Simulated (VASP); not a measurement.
# SnSe (rocksalt type) (Fm-3m) in VASP: notebook

The runs below take SnSe (rocksalt type) through single point, relaxation of cell and atoms, with LDA.

Program: VASP 6.6.1. These are calculated values, not measurements. Logs are shortened: lines on timing, memory, paths and dates and some standing lists are left out, and cuts for length are marked.

## (1) The cell of the first run

The structure is cubic, space group Fm-3m (No. 225). The conventional cell has a = 5.897 Å, b = 5.897 Å, c = 5.897 Å, α = 90.00°, β = 90.00°, γ = 90.00°. Within 3.9 Å of Sn (site symmetry m-3m) lie 6 Se at 2.95 Å. Within 3.9 Å of Se (site symmetry m-3m) lie 6 Sn at 2.95 Å.

## (2) Single point, LDA

The input, INCAR:

```
SYSTEM = SnSe
PREC     = Accurate       ! precision mode
ENCUT    = 520            ! plane-wave cutoff, eV
EDIFF    = 1E-6           ! SCF threshold, eV
ISMEAR   = -1             ! smearing method
SIGMA    = 0.05           ! smearing width, eV
LREAL    = .FALSE.        ! projectors in reciprocal space
LASPH    = .TRUE.         ! aspherical terms in the spheres
NELM     = 80             ! most SCF steps
ALGO     = Normal         ! electronic algorithm
ISIF     = 2              ! what is computed and relaxed
LWAVE    = .FALSE.        ! write WAVECAR
LCHARG   = .FALSE.        ! write CHGCAR
NBANDS   = 17             ! bands
```

The input, KPOINTS:

```
regular mesh
0
G
  14 14 14
  0 0 0
```

The input, POSCAR:

```
SnSe
1.0
    0.0000000000      2.9485371505      2.9485371505
    2.9485371505      0.0000000000      2.9485371505
    2.9485371505      2.9485371505      0.0000000000
Sn Se
1 1
Direct
    0.0000000000      0.0000000000      0.0000000000
    0.5000000000      0.5000000000      0.5000000000
```

Potentials or basis: VASP PAW LDA potentials, release 64 (Sn_d, Se).

Started as:

```sh
cat potpaw_LDA.64/Sn_d/POTCAR potpaw_LDA.64/Se/POTCAR > POTCAR
mpirun -np 1 vasp_std > vasp.out
```

OUTCAR:

```text
SYSTEM = SnSe
   PREC = Accurate
   ENCUT = 520
   EDIFF = 1E-6
   ISMEAR = -1
   LREAL = .FALSE.
   LASPH = .TRUE.
   NELM = 80
   ISIF = 2

 ion  position               nearest neighbor table
   1  0.000  0.000  0.000-   2 2.95   2 2.95   2 2.95   2 2.95   2 2.95   2 2.95
   2  0.500  0.500  0.500-   1 2.95   1 2.95   1 2.95   1 2.95   1 2.95   1 2.95

  LATTYP: Found a face centered cubic cell.
 ALAT       =     5.8970743010

  Lattice vectors:

 A1 = (   0.0000000000,   2.9485371505,   2.9485371505)
 A2 = (   2.9485371505,   0.0000000000,   2.9485371505)
 A3 = (   2.9485371505,   2.9485371505,   0.0000000000)

Analysis of symmetry for initial positions (statically):
=====================================================================
 Subroutine PRICEL returns:
 Original cell was already a primitive cell.

 Routine SETGRP: Setting up the symmetry group for a
 face centered cubic supercell.

 Subroutine GETGRP returns: Found 48 space group operations
 (whereof 48 operations were pure point group operations)
 out of a pool of 48 trial point group operations.

The static configuration has the point symmetry O_h .

Analysis of symmetry for dynamics (positions and initial velocities):
=====================================================================
 Subroutine PRICEL returns:
 Original cell was already a primitive cell.

 Routine SETGRP: Setting up the symmetry group for a
 face centered cubic supercell.

 Subroutine GETGRP returns: Found 48 space group operations
 (whereof 48 operations were pure point group operations)
 out of a pool of 48 trial point group operations.

The dynamic configuration has the point symmetry O_h .

 Subroutine INISYM returns: Found 48 space group operations
 (whereof 48 operations are pure point group operations),
 and found     1 'primitive' translations

----------------------------------------------------------------------------------------

                                     Primitive cell

  volume of cell :      51.2684

  direct lattice vectors                    reciprocal lattice vectors
     0.000000000  2.948537150  2.948537150    -0.169575615  0.169575615  0.169575615
     2.948537150  0.000000000  2.948537150     0.169575615 -0.169575615  0.169575615
     2.948537150  2.948537150  0.000000000     0.169575615  0.169575615 -0.169575615

  length of vectors
     4.169861227  4.169861227  4.169861227     0.293713581  0.293713581  0.293713581

  position of ions in fractional coordinates (direct lattice)
[... 77 lines left out ...]
   ENCUT  =  520.0 eV  38.22 Ry    6.18 a.u.   7.75  7.75  7.75*2*pi/ulx,y,z
   NELM   =     80;   NELMIN=  2; NELMDL= -5     # of ELM steps
   EDIFF  = 0.1E-05   stopping-criterion for ELM
   LREAL  =      F    real-space projection
   EDIFFG = 0.1E-04   stopping-criterion for IOM
   NSW    =      0    number of steps for IOM
   IBRION =     -1    ionic relax: 0-MD 1-quasi-New 2-CG
   NFREE  =      0    steps in history (QN), initial steepest desc. (CG)
   ISIF   =      2    stress and relaxation
   ISYM   =      2    0-nonsym 1-usesym 2-fastsym
   POTIM  = 0.5000    time-step for ionic-motion
   TEBEG  =    0.0;   TEEND  =   0.0 temperature during run
   PSTRESS=    0.0 pullay stress
   NELECT =      20.0000    total number of electrons
   NUPDOWN=      -1.0000    fix difference up-down
   EMIN   =  10.00;   EMAX   =-10.00  energy-range for DOS
   EFERMI =   0.00;   METHOD = LEGACY
   ISMEAR =    -1;   SIGMA  =   0.05  broadening in eV -4-tet -1-fermi 0-gaus
   EFERMI_NEDOS =   21; number of points for ismear=-14 and -15
   IALGO  =     38    algorithm
   IMIX   =      4    mixing-type and parameters
     AMIX     =   0.40;   BMIX     =  1.00
     AMIX_MAG =   1.60;   BMIX_MAG =  1.00
  volume/ion in A,a.u.               =      25.63       172.99
  Fermi-wavevector in a.u.,A,eV,Ry     =   1.196194  2.260479 19.468300  1.430880
  Thomas-Fermi vector in A             =   2.332140
   LORBIT       =      0    0 simple, 1 ext, 2 COOP (PROOUT), +10 PAW based schemes
   GGA     = CA    functional components
   LHFCALC =     F    Hartree Fock is set to
   AEXX    =    0.0000 exact exchange contribution
   IVDW    =     0    specifies the selected vdW correction
   LEPSILON=     F    determine dielectric tensor
   LRPA    =     F    only Hartree local field effects (RPA)
 non-spin polarized calculation
  energy-cutoff  :      520.00
  volume of cell :       51.27
 maximum number of plane-waves:      1411
   NGX = 15   NGY = 15   NGZ = 15

 number of electron      19.9999999 magnetization

 Free energy of the ion-electron system (eV)
  ---------------------------------------------------
  ext. energy  EPLUGINS =         0.00000000
  ---------------------------------------------------
  free energy    TOTEN  =        -9.49761278 eV

  energy without entropy =       -9.49636670  energy(sigma->0) =       -9.49698974

 E-fermi :   6.2969     XC(G=0): -10.1577

 val. band max:        6.2299596820   @ k =  -0.4286   0.0714   0.0000
 cond. band min:       6.3496714495   @ k =  -0.4286   0.0714   0.0000
 fundamental gap:      0.1197117675
 Fermi energy:         6.2969094310

 k-point     1 :       0.0000    0.0000    0.0000
  band No.  band energies     occupation
      1     -15.3528      2.00000
      2     -15.3528      2.00000
      3     -15.3481      2.00000
      4     -15.3481      2.00000
      5     -15.3481      2.00000
      6      -8.1586      2.00000
[... 457 lines left out ...]
      4     -15.3393      2.00000
      5     -15.3372      2.00000
      6      -7.6099      2.00000
[... 9 lines left out ...]
     16      14.5535      0.00000
     17      16.4062      0.00000

 [... further k-points ...]

------------------------ aborting loop because EDIFF is reached ----------------------------------------

  FORCE on cell =-STRESS in cart. coord.  units (eV):
  Direction    XX          YY          ZZ          XY          YZ          ZX
  --------------------------------------------------------------------------------------
  -------------------------------------------------------------------------------------
  Total        0.0439938      0.0439938      0.0439938      0.0000000     -0.0000000      0.0000000
  in kB        1.3748417      1.3748417      1.3748417      0.0000000     -0.0000000      0.0000000
  external PRESSURE =       1.3748417 kB  Pullay stress =       0.0000000 kB

 VOLUME and BASIS-vectors are now :
 -----------------------------------------------------------------------------
  energy-cutoff  :      520.00
  volume of cell :       51.27
      direct lattice vectors                 reciprocal lattice vectors
     0.000000000  2.948537150  2.948537150    -0.169575615  0.169575615  0.169575615
     2.948537150  0.000000000  2.948537150     0.169575615 -0.169575615  0.169575615
     2.948537150  2.948537150  0.000000000     0.169575615  0.169575615 -0.169575615

 POSITION                                       TOTAL-FORCE (eV/Angst)
 -----------------------------------------------------------------------------------
      0.00000      0.00000      0.00000         0.000000      0.000000     -0.000000
      2.94854      2.94854      2.94854        -0.000000     -0.000000      0.000000
 -----------------------------------------------------------------------------------
    total drift:                                0.000000     -0.000000     -0.000000

  FREE ENERGIE OF THE ION-ELECTRON SYSTEM (eV)
  ---------------------------------------------------
  free  energy   TOTEN  =        -9.4976127789 eV

  energy  without entropy=       -9.4963667046  energy(sigma->0) =       -9.49698974
```

stdout:

```text
POSCAR found type information on POSCAR SnSe
 POSCAR found :  2 types and       2 ions
 scaLAPACK will be used
 LDA part: xc-table for (Slater(with rela. corr.)+CA(PZ))
 , standard interpolation
 POSCAR, INCAR and KPOINTS ok, starting setup
 FFT: planning ... GRIDC
 FFT: planning ... GRID_SOFT
 FFT: planning ... GRID
 WAVECAR not read
 entering main loop
```

Wall time 21 s (1 thread of Intel Xeon 6975P-C (Granite Rapids), shared host); peak memory 0.22 GiB.

Results:

| Item | Value |
| --- | --- |
| Free energy | -9.4976 eV |
| Pressure | 0.1 GPa |
| Band gap on the k mesh | 0.12 eV, direct |

Caveat: spin-orbit coupling is left out, which moves the levels of the heavy elements. A k mesh can miss the band edges.

[end of part 1 of 2]
